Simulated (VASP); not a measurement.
# BaTiO3 (R3m) in VASP: a series of runs, part 2 of 2

VASP 6.6.1. Earlier steps stand in the parts before.

**3. Single point, r2SCAN**

Input file POSCAR:

```
BaTiO3
1.0
    3.9915085000      0.0000000000      0.0000000000
    0.0100976400      3.9914985300      0.0000000000
    0.0100976400      0.0100777000      3.9914786000
Ba Ti O
1 1 3
Direct
    0.0000000000      0.0000000000      0.0000000000
    0.4870000000      0.4870000000      0.4870000000
    0.5092000000      0.5092000000      0.0189000000
    0.0189000000      0.5092000000      0.5092000000
    0.5092000000      0.0189000000      0.5092000000
```

Input file INCAR.step1:

```
PREC = Accurate
ENCUT = 910
ISMEAR = -1
SIGMA = 0.0102
LREAL = False
LASPH = True
NELM = 120
NBANDS = 28
GGA = PE
ALGO = Normal
EDIFF = 1E-5
LWAVE = True
LCHARG = False
GGA_COMPAT = False
```

Input file INCAR.step2:

```
PREC = Accurate
ENCUT = 910
EDIFF = 1E-6
ISMEAR = -1
SIGMA = 0.0102
LREAL = False
LASPH = True
NELM = 120
ALGO = Normal
ISIF = 2
LWAVE = False
LCHARG = False
METAGGA = R2SCAN
LMIXTAU = True
NBANDS = 28
ISTART = 1
GGA_COMPAT = False
```

Input file KPOINTS:

```
Automatic mesh
0
Gamma
  5 5 5
```

Potentials or basis: VASP PAW PBE potentials, release 64 (Ba_sv, Ti_sv, O_h).

Started as:

```
$ cat potpaw_PBE.64/Ba_sv/POTCAR potpaw_PBE.64/Ti_sv/POTCAR potpaw_PBE.64/O_h/POTCAR > POTCAR
$ cp INCAR.step1 INCAR
$ mpirun -np 1 vasp_std > vasp.out
$ cp INCAR.step2 INCAR
$ mpirun -np 1 vasp_std > vasp.out
```

OUTCAR:

```text
PREC = Accurate
   ENCUT = 910
   EDIFF = 1E-6
   ISMEAR = -1
   LREAL = False
   LASPH = True
   NELM = 120
   ISIF = 2
   METAGGA = R2SCAN
   ISTART = 1

 ion  position               nearest neighbor table
   1  0.000  0.000  0.000-   5 2.77   3 2.77   4 2.77   4 2.82   4 2.82   5 2.82   5 2.82   3 2.82
                             3 2.82   5 2.88   3 2.88   4 2.88   2 3.38   2 3.42   2 3.42   2 3.42
   2  0.487  0.487  0.487-   3 1.87   4 1.87   5 1.87   3 2.13   4 2.13   5 2.13   1 3.38   1 3.42
                             1 3.42   1 3.42   1 3.48   1 3.48   1 3.49   1 3.56
   3  0.509  0.509  0.019-   2 1.87   2 2.13   1 2.77   1 2.82   1 2.82   1 2.88
[... 788 lines left out ...]
  Total        2.1064607      2.1066999      2.1069269     -0.0467149     -0.0464764     -0.0465970
  in kB       53.0709792     53.0770053     53.0827264     -1.1769524     -1.1709431     -1.1739824
  external PRESSURE =      53.0769036 kB  Pullay stress =       0.0000000 kB

 VOLUME and BASIS-vectors are now :
 -----------------------------------------------------------------------------
  energy-cutoff  :      910.00
  volume of cell :       63.59
      direct lattice vectors                 reciprocal lattice vectors
     3.991508500  0.000000000  0.000000000     0.250531848 -0.000633792 -0.000632195
     0.010097640  3.991498530  0.000000000     0.000000000  0.250532474 -0.000632545
     0.010097640  0.010077700  3.991478600     0.000000000  0.000000000  0.250533725

 POSITION                                       TOTAL-FORCE (eV/Angst)
 -----------------------------------------------------------------------------------
      0.00000      0.00000      0.00000        -0.014678     -0.014640     -0.014604
      1.95370      1.94877      1.94385         0.107051      0.106780      0.106511
      2.03781      2.03266      0.07544         0.051294      0.051164     -0.195220
      0.08572      2.03760      2.03246        -0.194960      0.051787      0.051656
      2.03781      0.08057      2.03246         0.051294     -0.195091      0.051656
 -----------------------------------------------------------------------------------
    total drift:                                0.002641      0.002663      0.002527

  FREE ENERGIE OF THE ION-ELECTRON SYSTEM (eV)
  ---------------------------------------------------
  free  energy   TOTEN  =       -74.2736780559 eV

  energy  without entropy=      -74.2736780559  energy(sigma->0) =      -74.27367806
```

OUTCAR.step1:

```text
PREC = Accurate
   ENCUT = 910
   ISMEAR = -1
   LREAL = False
   LASPH = True
   NELM = 120
[... 814 lines left out ...]
      2.03781      2.03266      0.07544         0.074151      0.073963     -0.213243
      0.08572      2.03760      2.03246        -0.212868      0.074690      0.074501
      2.03781      0.08057      2.03246         0.074151     -0.213056      0.074501
 -----------------------------------------------------------------------------------
    total drift:                                0.001136      0.001161      0.001034

  FREE ENERGIE OF THE ION-ELECTRON SYSTEM (eV)
  ---------------------------------------------------
  free  energy   TOTEN  =       -39.9895262203 eV

  energy  without entropy=      -39.9895262203  energy(sigma->0) =      -39.98952622
```

OSZICAR.step1:

```text
N       E                     dE             d eps       ncg     rms          rms(c)
DAV:   1     0.589981073639E+03    0.58998E+03   -0.28631E+04  1064   0.233E+03
DAV:   2     0.574180516407E+02   -0.53256E+03   -0.50937E+03  1128   0.547E+02
DAV:   3    -0.440927735137E+02   -0.10151E+03   -0.97567E+02  1620   0.191E+02
DAV:   4    -0.502136581376E+02   -0.61209E+01   -0.60941E+01  1372   0.457E+01
DAV:   5    -0.504986412413E+02   -0.28498E+00   -0.28479E+00  1672   0.934E+00    0.244E+01
DAV:   6    -0.400523166389E+02    0.10446E+02   -0.54403E+01  1640   0.683E+01    0.101E+01
DAV:   7    -0.401315028507E+02   -0.79186E-01   -0.10921E+01  1476   0.237E+01    0.739E+00
DAV:   8    -0.399777886841E+02    0.15371E+00   -0.70760E-01  1272   0.757E+00    0.377E+00
DAV:   9    -0.400101489606E+02   -0.32360E-01   -0.33429E-01  1612   0.524E+00    0.146E+00
DAV:  10    -0.399940270933E+02    0.16122E-01   -0.13833E-01  1272   0.393E+00    0.700E-01
DAV:  11    -0.399896130153E+02    0.44141E-02   -0.21476E-02  1416   0.901E-01    0.180E-01
DAV:  12    -0.399898412750E+02   -0.22826E-03   -0.40216E-03  1364   0.632E-01    0.153E-01
DAV:  13    -0.399895237207E+02    0.31755E-03   -0.91173E-04  1312   0.332E-01    0.297E-02
DAV:  14    -0.399895262203E+02   -0.24995E-05   -0.90420E-05  1556   0.869E-02
   1 F= -.39989526E+02 E0= -.39989526E+02  d E =-.268475E-17
```

It took 3.5 min on 1 thread of Intel Xeon Platinum 8259CL at 2.50GHz (Skylake/Cascade Lake), shared host; peak memory 0.31 GiB.

Results:

* Free energy: -74.2737 eV
* Pressure: 5.3 GPa
* Largest force: 0.208 eV/Å
* Band gap on the k mesh: 2.88 eV, indirect (least direct gap 3.15 eV)

Forces in eV/Å, atoms in the order of the input:
```
Ba  -0.015 -0.015 -0.015
Ti   0.107  0.107  0.107
O    0.051  0.051 -0.195
O   -0.195  0.052  0.052
O    0.051 -0.195  0.052
```

Stress tensor (GPa, compression positive):
```
 5.31 -0.12 -0.12
-0.12  5.31 -0.12
-0.12 -0.12  5.31
```

Caveat: the cutoff is under 1.25 times the usual one of these potentials, so pressure, stress and relaxed cells hold a basis-set (Pulay) error; the PAW data sets were made with another functional, which shifts forces and pressure a little; spin-orbit coupling is left out, which moves the levels of the heavy elements.

**4. Single point, RPBE**

Input file INCAR:

```
PREC = Accurate ; ENCUT = 910
EDIFF = 1E-6 ; ISMEAR = -1
SIGMA = 0.0102 ; LREAL = F
LASPH = T ; NELM = 120
ALGO = Normal ; ISIF = 2
LWAVE = F ; LCHARG = T
GGA = RP ; LELF = T
LVHAR = T ; NBANDS = 28
GGA_COMPAT = F
```

Input file KPOINTS:

```
regular mesh
0
Gamma
  5 5 5
```

POSCAR is that of step 3.

Potentials or basis: VASP PAW PBE potentials, release 64 (Ba_sv, Ti_sv, O_h).

Started as:

```
$ cat potpaw_PBE.64/Ba_sv/POTCAR potpaw_PBE.64/Ti_sv/POTCAR potpaw_PBE.64/O_h/POTCAR > POTCAR
$ mpirun -np 1 vasp_std > vasp.out
```

OUTCAR:

```text
PREC = Accurate
   ENCUT = 910
   EDIFF = 1E-6
   ISMEAR = -1
   LREAL = F
   LASPH = T
   NELM = 120
   ISIF = 2
   GGA = RP

 ion  position               nearest neighbor table
   1  0.000  0.000  0.000-   5 2.77   3 2.77   4 2.77   4 2.82   4 2.82   5 2.82   5 2.82   3 2.82
                             3 2.82   5 2.88   3 2.88   4 2.88   2 3.38   2 3.42   2 3.42   2 3.42
   2  0.487  0.487  0.487-   3 1.87   4 1.87   5 1.87   3 2.13   4 2.13   5 2.13   1 3.38   1 3.42
                             1 3.42   1 3.42   1 3.48   1 3.48   1 3.49   1 3.56
   3  0.509  0.509  0.019-   2 1.87   2 2.13   1 2.77   1 2.82   1 2.82   1 2.88
   4  0.019  0.509  0.509-   2 1.87   2 2.13   1 2.77   1 2.82   1 2.82   1 2.88
   5  0.509  0.019  0.509-   2 1.87   2 2.13   1 2.77   1 2.82   1 2.82   1 2.88

  LATTYP: Found a trigonal (rhomboedric) cell.
 ALAT       =     3.9915085000
 COS(alpha) =     0.0025297786

  Lattice vectors:

 A1 = (   3.9915085000,   0.0000000000,   0.0000000000)
 A2 = (   0.0100976400,   3.9914985300,   0.0000000000)
 A3 = (   0.0100976400,   0.0100777000,   3.9914786000)

Analysis of symmetry for initial positions (statically):
[... 172 lines left out ...]
 E-fermi :   4.5675     XC(G=0): -11.0811

 val. band max:        4.2363639254   @ k =   0.4000   0.4000   0.4000
 cond. band min:       6.7513365644   @ k =   0.0000   0.0000   0.0000
 fundamental gap:      2.5149726389
 Fermi energy:         4.5674847860

 k-point     1 :       0.0000    0.0000    0.0000
  band No.  band energies     occupation
      1     -52.0686      2.00000
      2     -28.2537      2.00000
      3     -28.2536      2.00000
      4     -28.2535      2.00000
      5     -20.4864      2.00000
      6     -12.5918      2.00000
[... 578 lines left out ...]
     27      12.3330      0.00000
     28      12.4220      0.00000

------------------------ aborting loop because EDIFF is reached ----------------------------------------

  FORCE on cell =-STRESS in cart. coord.  units (eV):
  Direction    XX          YY          ZZ          XY          YZ          ZX
  --------------------------------------------------------------------------------------
  -------------------------------------------------------------------------------------
  Total        4.9385959      4.9388594      4.9390964     -0.0507410     -0.0504782     -0.0506129
  in kB      124.4248806    124.4315199    124.4374924     -1.2783872     -1.2717668     -1.2751613
  external PRESSURE =     124.4312976 kB  Pullay stress =       0.0000000 kB

 VOLUME and BASIS-vectors are now :
 -----------------------------------------------------------------------------
  energy-cutoff  :      910.00
  volume of cell :       63.59
      direct lattice vectors                 reciprocal lattice vectors
     3.991508500  0.000000000  0.000000000     0.250531848 -0.000633792 -0.000632195
     0.010097640  3.991498530  0.000000000     0.000000000  0.250532474 -0.000632545
     0.010097640  0.010077700  3.991478600     0.000000000  0.000000000  0.250533725

 POSITION                                       TOTAL-FORCE (eV/Angst)
 -----------------------------------------------------------------------------------
      0.00000      0.00000      0.00000        -0.010439     -0.010413     -0.010387
      1.95370      1.94877      1.94385         0.076807      0.076613      0.076419
      2.03781      2.03266      0.07544         0.078352      0.078154     -0.223469
      0.08572      2.03760      2.03246        -0.223072      0.078917      0.078718
      2.03781      0.08057      2.03246         0.078352     -0.223271      0.078718
 -----------------------------------------------------------------------------------
    total drift:                                0.001943      0.001966      0.001836

  FREE ENERGIE OF THE ION-ELECTRON SYSTEM (eV)
  ---------------------------------------------------
  free  energy   TOTEN  =       -37.8628244638 eV

  energy  without entropy=      -37.8628244638  energy(sigma->0) =      -37.86282446
```

stdout:

```text
POSCAR found type information on POSCAR BaTiO
 POSCAR found :  3 types and       5 ions
 scaLAPACK will be used
 -----------------------------------------------------------------------------
|                                                                             |
|                                                                             |
|     You enforced a specific xc type in the INCAR file but a different       |
|     I HOPE YOU KNOW WHAT YOU ARE DOING!                                     |
|                                                                             |
 -----------------------------------------------------------------------------

 LDA part: xc-table for (Slater+PW92), standard interpolation
 POSCAR, INCAR and KPOINTS ok, starting setup
 FFT: planning ... GRIDC
 FFT: planning ... GRID_SOFT
 FFT: planning ... GRID
 WAVECAR not read
 entering main loop
```

Wall time 94 s (1 thread of Intel Xeon Platinum 8259CL at 2.50GHz (Skylake/Cascade Lake), shared host); peak memory 0.28 GiB.

What came out:

```yaml
Free_energy: -37.8628 eV
Pressure: 12.4 GPa
Largest_force: 0.249 eV/Å
Band_gap_on_the_k_mesh: 2.51 eV, indirect (least direct gap 2.78 eV)
```

Forces on the atoms (eV/Å):
```
Ba  -0.010 -0.010 -0.010
Ti   0.077  0.077  0.076
O    0.078  0.078 -0.223
O   -0.223  0.079  0.079
O    0.078 -0.223  0.079
```

Caveat: the cutoff is under 1.25 times the usual one of these potentials, so pressure, stress and relaxed cells hold a basis-set (Pulay) error; the PAW data sets were made with another functional, which shifts forces and pressure a little; spin-orbit coupling is left out, which moves the levels of the heavy elements.

**5. Overview**

```csv
level,potentials or basis,cutoff (eV),second run,gap on the mesh (eV),pressure (GPa),largest force (eV/Å)
r2SCAN,"VASP PAW PBE potentials, release 64 (Ba_sv, Ti_sv, O)",520,-,2.87,5.6,0.23
r2SCAN,"VASP PAW PBE potentials, release 64 (Ba_sv, Ti_sv, O_h)",910,hard_potentials,2.88,5.3,0.21
RPBE,"VASP PAW PBE potentials, release 64 (Ba_sv, Ti_sv, O_h)",910,hard_potentials,2.51,12.4,0.25
```

Alike in all rows: task single point; no spin polarisation; cell as given; k mesh 5 × 5 × 5; smearing fermi-dirac 0.0102 eV.

Caveats: the PAW data sets were made with another functional, which shifts forces and pressure a little; spin-orbit coupling is left out, which moves the levels of the heavy elements; the cutoff is under 1.25 times the usual one of these potentials, so pressure, stress and relaxed cells hold a basis-set (Pulay) error (some runs).

Total energies depend on the potentials used, so only differences within one code and one set of settings carry meaning.
